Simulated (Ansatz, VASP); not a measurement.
**Two plane-wave programs on HfO2**

File INCAR:

```
AGGAC = 1.0 ; AGGAX = 1.0
ALDAC = 0.0 ; ALDAX = 1.0
ALGO = Normal ; EDIFF = 1E-6
EDIFFG = -0.01 ; ENCUT = 600
GGA = B5 ; IBRION = 2
ISIF = 3 ; ISMEAR = -1
IVDW = 12 ; LASPH = T
LCHARG = F ; LREAL = F
LWAVE = F ; NELM = 60
NSW = 60 ; PREC = Accurate
SIGMA = 0.05 ; VDW_A1 = 0.4298
VDW_A2 = 4.2359 ; VDW_S6 = 1.0
VDW_S8 = 2.6996
```

KPOINTS

```
k-points
0
Gamma
  9 9 9
```

POSCAR

```
HfO2
1.0
    0.0000000000      2.5575000000      2.5575000000
    2.5575000000      0.0000000000      2.5575000000
    2.5575000000      2.5575000000      0.0000000000
Hf O
1 2
Direct
    0.0000000000      0.0000000000      0.0000000000
    0.7500000000      0.7500000000      0.7500000000
    0.2500000000      0.2500000000      0.2500000000
```

Contents of input.yaml:

```yaml
crystal:
  lattice:
    - [0.0, 2.5575, 2.5575]
    - [2.5575, 0.0, 2.5575]
    - [2.5575, 2.5575, 0.0]
  atoms:
    - { symbol: Hf, position: [0.0, 0.0, 0.0] }
    - { symbol: O, position: [0.75, 0.75, 0.75] }
    - { symbol: O, position: [0.25, 0.25, 0.25] }
hamiltonian:
  xc: blyp
  pseudopotentials: { kind: paw }
  dispersion: d3bj
kpoints:
  mp_grid: { grid: [9, 9, 9] }
scf:
  occupations: { method: fermi_dirac, width: 0.05 }
output:
  forces: true
  stress: true
relax:
  f_tol: 0.01
  max_steps: 40
  cell: { stress_tol: 0.05 }
```

Alike in both runs: task relaxation of cell and atoms; functional BLYP; dispersion D3(BJ); k mesh 9 × 9 × 9; occupations fermi-dirac, width 0.05 eV; no spin polarisation.

|  | VASP | Ansatz |
| --- | --- | --- |
| version | VASP 6.6.1 | Ansatz 0.2.0 |
| potentials or method | VASP PAW PBE potentials, release 64 (Hf_pv, O) | Ansatz PAW |
| plane-wave cutoff (eV) | 600 | 420 |
| valence electrons in the cell | 22 | 38 |

|  | VASP | Ansatz | Ansatz less VASP |
| --- | --- | --- | --- |
| relaxed volume (Å³/atom) | 10.83 | 10.97 | +0.137 |
| relaxed cell length with the largest relative difference (Å) | 3.582 | 3.597 | +0.0151 |

VASP's potentials were made for PBE, not for BLYP. VASP's potentials hold 22 valence electrons a cell and Ansatz's 38, so a difference there can come from the potentials and not from the codes.

Spin-orbit coupling is off throughout. Noted on Ansatz's run: Pulay correction over one GPa; odd divisions of the mesh miss points on the zone boundary, where band edges often lie, so the gap on the mesh can be too wide; the plane-wave basis is chosen anew once the cell has moved, so the energies of steps on either side of that aren't comparable.
